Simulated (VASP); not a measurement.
Runs of VASP 6.6.1 on GaN. Symmetry: F-43m, No. 216, cubic system. The conventional cell has a = 4.507 Å, b = 4.507 Å, c = 4.507 Å, α = 90.00°, β = 90.00°, γ = 90.00°. Ga (site symmetry -43m) has 4 N at 1.95 Å within 2.6 Å. Within 2.6 Å of N (site symmetry -43m) lie 4 Ga at 1.95 Å. 

```tsv
k mesh	gap on the mesh (eV)	pressure (GPa)
9 × 9 × 9	1.72	1.4
7 × 7 × 7	1.72	1.4
3 × 3 × 3	(a)	1.7
5 × 5 × 5	1.72	1.3
```

Alike in all rows: task single point; level PBE+D3(BJ); potentials or basis VASP PAW PBE potentials, release 64 (Ga_d, N); no spin polarisation; cell as given; cutoff (eV) 520; smearing gaussian 0.01 eV.

Fill in the values left out.

(a) 1.66.

Caveats: some runs use coarse meshes.

A k mesh can miss the band edges, and the runs leave out spin-orbit coupling on Ga.
